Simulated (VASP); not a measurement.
Runs of VASP 6.6.1 on C. The structure is that of space group Fd-3m (No. 227), or close to it. The cells are those of the table. 

```tsv
cell	gap on the mesh (eV)	pressure (GPa)
a = 2.517 Å, angles 60.0, 60.0, 90.0°, 2 atoms	4.36	1.1
a = 2.492, b = 2.492, c = 2.513 Å, angles 60.3, 60.3, 90.0°, 2 atoms	4.17	(b)
a = 2.543, b = 2.543, c = 2.527 Å, angles 59.8, 59.8, 90.0°, 2 atoms	3.99	-6.7
a = 2.492, b = 2.492, c = 2.508 Å, angles 60.2, 60.2, 90.0°, 2 atoms	4.23	(c)
a = 2.543, b = 2.543, c = 2.523 Å, angles 59.7, 59.7, 90.0°, 2 atoms	3.90	-5.0
a = 2.530, b = 2.530, c = 2.520 Å, angles 59.9, 59.9, 90.0°, 2 atoms	(a)	-2.0
a = 2.530, b = 2.530, c = 2.522 Å, angles 59.9, 59.9, 90.0°, 2 atoms	4.17	-2.9
a = 2.505, b = 2.505, c = 2.513 Å, angles 60.1, 60.1, 90.0°, 2 atoms	4.29	5.3
```

Alike in all rows: task single point; level r2SCAN; potentials or basis VASP PAW PBE potentials, release 64 (C); no spin polarisation; k mesh 12 × 12 × 12; cutoff (eV) 520; smearing gaussian 0.01 eV.

Estimate the missing entries.

(a) 4.13; (b) 7.7; (c) 9.5.

Caveats: the PAW data sets were made with another functional, which shifts forces and pressure a little; the cell stands under pressure (at least some runs); the cell stands under tension (at least some runs).

A k mesh can miss the band edges.
